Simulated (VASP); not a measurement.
# HC7 in VASP: single point with PBE+D3(BJ)

Aim: the single point of HC7 with PBE+D3(BJ).

All numbers are computed with VASP 6.6.1; they aren't measurements. Logs are shortened: lines on timing, memory, paths and dates and some standing lists are left out, and cuts for length are marked.

**1. The cell of the first run**

The cell holds a slab with vacuum, 8 atoms: a = 2.465 Å, b = 2.465 Å, c = 26.799 Å, α = 90.00°, β = 90.00°, γ = 120.00°.

**2. Single point, PBE+D3(BJ), collinear spin**

File INCAR:

```
SYSTEM = HC7
PREC = Accurate ; ENCUT = 520
EDIFF = 1E-6 ; ISMEAR = 0
SIGMA = 0.05 ; LREAL = .False.
LASPH = .True. ; NELM = 150
ALGO = Normal ; ISIF = 2
LWAVE = .False. ; LCHARG = .False.
ISPIN = 2 ; MAGMOM = 0 0 0 0 0 0 1 0
LORBIT = 11 ; LDIPOL = .True.
IDIPOL = 3 ; DIPOL = 0.5 0.5 0.509
GGA = PE ; IVDW = 12
NBANDS = 28
```

File KPOINTS:

```
Automatic mesh
0
Gamma
  12 12 1
  0 0 0
```

File POSCAR:

```
HC7
1.0
    2.4650495083      0.0000000000      0.0000000000
   -1.2325247542      2.1347954958      0.0000000000
    0.0000000000      0.0000000000     26.7987123419
C H
7 1
Direct
    0.6666666667      0.3333333333      0.3171794186
    0.3333333333      0.6666666667      0.3172394963
    0.3333333333      0.6666666667      0.4427574173
    0.0000000000      0.0000000000      0.4428113391
    0.0000000000      0.0000000000      0.5695111219
    0.6666666667      0.3333333333      0.5695019785
    0.3333333333      0.6666666667      0.6867378562
    0.3333333333      0.6666666667      0.7286170037
```

Potentials or basis: VASP PAW PBE potentials, release 64 (C, H).

Launch:

```bash
> cat potpaw_PBE.64/C/POTCAR potpaw_PBE.64/H/POTCAR > POTCAR
> mpirun -np 1 vasp_std > vasp.out
```

OUTCAR:

```text
SYSTEM = HC7
   PREC = Accurate
   ENCUT = 520
   EDIFF = 1E-6
   ISMEAR = 0
   LREAL = .False.
   LASPH = .True.
   NELM = 150
   ISIF = 2
   ISPIN = 2
   LORBIT = 11
   GGA = PE
   IVDW = 12
 IVDW          = 12

 ion  position               nearest neighbor table
   1  0.667  0.333  0.317-   2 1.42   2 1.42   2 1.42
   2  0.333  0.667  0.317-   1 1.42   1 1.42   1 1.42
   3  0.333  0.667  0.443-   4 1.42   4 1.42   4 1.42
   4  0.000  0.000  0.443-   3 1.42   3 1.42   3 1.42
   5  0.000  0.000  0.570-   6 1.42   6 1.42   6 1.42
   6  0.667  0.333  0.570-   5 1.42   5 1.42   5 1.42
   7  0.333  0.667  0.687-   8 1.12
   8  0.333  0.667  0.729-   7 1.12

  LATTYP: Found a hexagonal cell.
 ALAT       =     2.4650495083
 C/A-ratio  =    10.8714702288

  Lattice vectors:

 A1 = (   2.4650495083,   0.0000000000,   0.0000000000)
 A2 = (  -1.2325247542,   2.1347954958,   0.0000000000)
 A3 = (   0.0000000000,   0.0000000000,  26.7987123419)

Analysis of symmetry for initial positions (statically):
=====================================================================
 Subroutine PRICEL returns:
 Original cell was already a primitive cell.

 Routine SETGRP: Setting up the symmetry group for a
 hexagonal supercell.

 Subroutine GETGRP returns: Found  6 space group operations
 (whereof  6 operations were pure point group operations)
 out of a pool of 24 trial point group operations.

The static configuration has the point symmetry C_3v.

Analysis of symmetry for dynamics (positions and initial velocities):
=====================================================================
 Subroutine PRICEL returns:
 Original cell was already a primitive cell.

 Routine SETGRP: Setting up the symmetry group for a
 hexagonal supercell.

 Subroutine GETGRP returns: Found  6 space group operations
 (whereof  6 operations were pure point group operations)
 out of a pool of 24 trial point group operations.

The dynamic configuration has the point symmetry C_3v.

Analysis of structural, dynamic, and magnetic symmetry:
=====================================================================
 Subroutine PRICEL returns:
 Original cell was already a primitive cell.

 Routine SETGRP: Setting up the symmetry group for a
 hexagonal supercell.

 Subroutine GETGRP returns: Found  6 space group operations
 (whereof  6 operations were pure point group operations)
 out of a pool of 24 trial point group operations.

The overall configuration has the point symmetry C_3v.

 Subroutine INISYM returns: Found  6 space group operations
 (whereof  6 operations are pure point group operations),
 and found     1 'primitive' translations

----------------------------------------------------------------------------------------

                                     Primitive cell

  volume of cell :     141.0249

  direct lattice vectors                    reciprocal lattice vectors
     2.465049508  0.000000000  0.000000000     0.405671365  0.234214472  0.000000000
    -1.232524754  2.134795496  0.000000000     0.000000000  0.468428944  0.000000000
     0.000000000  0.000000000 26.798712342     0.000000000  0.000000000  0.037315226

  length of vectors
     2.465049508  2.465049508 26.798712342     0.468428944  0.468428944  0.037315226

  position of ions in fractional coordinates (direct lattice)
     0.666666667  0.333333333  0.317179419
     0.333333333  0.666666667  0.317239496
     0.333333333  0.666666667  0.442757417
     0.000000000  0.000000000  0.442811339
     0.000000000  0.000000000  0.569511122
     0.666666667  0.333333333  0.569501978
     0.333333333  0.666666667  0.686737856
     0.333333333  0.666666667  0.728617004

  ion indices of the primitive-cell ions
   primitive index   ion index
                 1           1
                 2           2
                 3           3
                 4           4
                 5           5
[... 56 lines left out ...]
   ions per type =               7   1
   NGX,Y,Z   is equivalent  to a cutoff of  12.14, 12.14, 12.41 a.u.
   NGXF,Y,Z  is equivalent  to a cutoff of  24.28, 24.28, 24.81 a.u.
 SYSTEM =  HC7
   PREC   = accura    normal or accurate (medium, high low for compatibility)
   ISTART =      0    job   : 0-new  1-cont  2-samecut
   ICHARG =      2    charge: 1-file 2-atom 10-const
   ISPIN  =      2    spin polarized calculation?
   LNONCOLLINEAR =      F non collinear calculations
   LSORBIT =      F    spin-orbit coupling
   LASPH  =      T    aspherical Exc in radial PAW
   ENCUT  =  520.0 eV  38.22 Ry    6.18 a.u.   4.58  4.58 49.83*2*pi/ulx,y,z
   NELM   =    150;   NELMIN=  2; NELMDL= -5     # of ELM steps
   EDIFF  = 0.1E-05   stopping-criterion for ELM
   LREAL  =      F    real-space projection
   EDIFFG = 0.1E-04   stopping-criterion for IOM
   NSW    =      0    number of steps for IOM
   IBRION =     -1    ionic relax: 0-MD 1-quasi-New 2-CG
   NFREE  =      0    steps in history (QN), initial steepest desc. (CG)
   ISIF   =      2    stress and relaxation
   ISYM   =      2    0-nonsym 1-usesym 2-fastsym
   POTIM  = 0.5000    time-step for ionic-motion
   TEBEG  =    0.0;   TEEND  =   0.0 temperature during run
   PSTRESS=    0.0 pullay stress
   NELECT =      29.0000    total number of electrons
   NUPDOWN=      -1.0000    fix difference up-down
   EMIN   =  10.00;   EMAX   =-10.00  energy-range for DOS
   EFERMI =   0.00;   METHOD = LEGACY
   ISMEAR =     0;   SIGMA  =   0.05  broadening in eV -4-tet -1-fermi 0-gaus
   EFERMI_NEDOS =   21; number of points for ismear=-14 and -15
   IALGO  =     38    algorithm
   IMIX   =      4    mixing-type and parameters
     AMIX     =   0.40;   BMIX     =  1.00
     AMIX_MAG =   1.60;   BMIX_MAG =  1.00
  volume/ion in A,a.u.               =      17.63       118.96
  Fermi-wavevector in a.u.,A,eV,Ry     =   0.966293  1.826029 12.704064  0.933722
  Thomas-Fermi vector in A             =   2.096082
   LORBIT       =     11    0 simple, 1 ext, 2 COOP (PROOUT), +10 PAW based schemes
   GGA     = PE    functional components
   LHFCALC =     F    Hartree Fock is set to
   AEXX    =    0.0000 exact exchange contribution
   IVDW    =    12    specifies the selected vdW correction
   LEPSILON=     F    determine dielectric tensor
   LRPA    =     F    only Hartree local field effects (RPA)
 spin polarized calculation
 Gauss-broadening in eV      SIGMA  =   0.05
  energy-cutoff  :      520.00
  volume of cell :      141.02
 maximum number of plane-waves:      3842
   NGX =  9   NGY =  9   NGZ = 99

 dipolmoment           0.000000      0.000000      0.000877 electrons x Angstroem

 number of electron      28.9999992 magnetization       0.0002759

 number of electron      28.9999992 magnetization      -0.0000663

 dipolmoment           0.000000      0.000000     -0.004611 electrons x Angstroem

 Free energy of the ion-electron system (eV)
  ---------------------------------------------------
  ext. energy  EPLUGINS =         0.00000000
  ---------------------------------------------------
  free energy    TOTEN  =       -63.54803505 eV

  energy without entropy =      -63.54595714  energy(sigma->0) =      -63.54699609

 E-fermi :  -0.5116     XC(G=0):  -5.4147

 val. band max:       -0.5148511961   @ k =   0.3333  -0.0000   0.0000
 cond. band min:      -0.4821154517   @ k =   0.3333   0.3333   0.0000
 fundamental gap:      0.0327357444
 Fermi energy:        -0.5116383560

 spin component 1

 k-point     1 :       0.0000    0.0000    0.0000
  band No.  band energies     occupation
      1     -20.0235      1.00000
      2     -19.7938      1.00000
      3     -18.8502      1.00000
      4     -13.5104      1.00000
      5      -8.5158      1.00000
      6      -7.6595      1.00000
[... 540 lines left out ...]
     25      11.3979      0.00000
     26      12.5539      0.00000
 Fermi energy:        -0.5116383560

 spin component 2

 k-point     1 :       0.0000    0.0000    0.0000
  band No.  band energies     occupation
      1     -20.0234      1.00000
      2     -19.7938      1.00000
      3     -18.8502      1.00000
      4     -13.5105      1.00000
      5      -8.5157      1.00000
      6      -7.6595      1.00000
[... 540 lines left out ...]
     25      11.3972      0.00000
     26      12.5543      0.00000
 [bands above 26 left out]

------------------------ aborting loop because EDIFF is reached ----------------------------------------

 vacuum level on the upper side and lower side of the slab       (xc-potential included)        -0.197        -0.054

 Edisp (eV)   -1.02532

 E8    (eV) :    -0.2944

  FORCE on cell =-STRESS in cart. coord.  units (eV):
  Direction    XX          YY          ZZ          XY          YZ          ZX
  --------------------------------------------------------------------------------------
  -------------------------------------------------------------------------------------
  Total      -2.67314    -2.67314    -0.01770     0.00000    -0.00000    -0.00000
  in kB     -30.36945   -30.36945    -0.20114     0.00000    -0.00000    -0.00000
  external pressure =      -20.31 kB  Pullay stress =        0.00 kB

 VOLUME and BASIS-vectors are now :
 -----------------------------------------------------------------------------
  energy-cutoff  :      520.00
  volume of cell :      141.02
      direct lattice vectors                 reciprocal lattice vectors
     2.465049508  0.000000000  0.000000000     0.405671365  0.234214472  0.000000000
    -1.232524754  2.134795496  0.000000000     0.000000000  0.468428944  0.000000000
     0.000000000  0.000000000 26.798712342     0.000000000  0.000000000  0.037315226

 POSITION                                       TOTAL-FORCE (eV/Angst)
 -----------------------------------------------------------------------------------
      1.23252      0.71160      8.50000        -0.000000     -0.000000      0.009736
     -0.00000      1.42320      8.50161         0.000000     -0.000000     -0.013738
     -0.00000      1.42320     11.86533         0.000000     -0.000000      0.003904
      0.00000      0.00000     11.86677         0.000000      0.000000      0.003438
      0.00000      0.00000     15.26216        -0.000000     -0.000000     -0.000252
      1.23252      0.71160     15.26192        -0.000000      0.000000      0.001399
     -0.00000      1.42320     18.40369         0.000000     -0.000000     -0.047251
     -0.00000      1.42320     19.52600         0.000000     -0.000000      0.042765
 -----------------------------------------------------------------------------------
    total drift:                                0.000000     -0.000000      0.000004

  FREE ENERGIE OF THE ION-ELECTRON SYSTEM (eV)
  ---------------------------------------------------
  free  energy   TOTEN  =       -64.5733575516 eV

  energy  without entropy=      -64.5712796479  energy(sigma->0) =      -64.57231860

 vacuum level on the upper side and lower side of the slab         3.473         3.580

 total charge

# of ion       s       p       d       tot
------------------------------------------
    1        0.863   1.787   0.000   2.650
    2        0.863   1.788   0.000   2.651
    3        0.863   1.787   0.000   2.651
    4        0.864   1.785   0.000   2.649
    5        0.864   1.783   0.000   2.647
    6        0.864   1.784   0.000   2.648
    7        0.975   1.130   0.000   2.105
    8        0.640   0.043   0.000   0.683
--------------------------------------------------
tot          6.797  11.886   0.000  18.683

 magnetization (x)

# of ion       s       p       d       tot
------------------------------------------
    1        0.000   0.000   0.000   0.000
    2       -0.000  -0.000   0.000  -0.000
    3       -0.000  -0.000   0.000  -0.000
    4       -0.000  -0.000   0.000  -0.000
    5       -0.000  -0.000   0.000  -0.000
    6       -0.000  -0.000   0.000  -0.000
    7       -0.000  -0.000   0.000  -0.000
    8        0.000  -0.000   0.000   0.000
--------------------------------------------------
tot         -0.000  -0.000   0.000  -0.000
```

It took 3.4 min on 1 thread of AMD EPYC 9R45 (Zen 5), shared host; peak memory 0.32 GiB.

Results:

- Free energy: -64.5734 eV
- Largest force: 0.047 eV/Å
- Net moment: 0.00 μB per cell
- Valence electrons inside the program's atomic spheres: C 2.65, 2.10; H 0.68
- Dispersion energy per atom: -0.128 eV

Forces on the atoms (eV/Å):
```
C    0.000  0.000  0.010
C    0.000  0.000 -0.014
C    0.000  0.000  0.004
C    0.000  0.000  0.003
C    0.000  0.000  0.000
C    0.000  0.000  0.001
C    0.000  0.000 -0.047
H    0.000  0.000  0.043
```
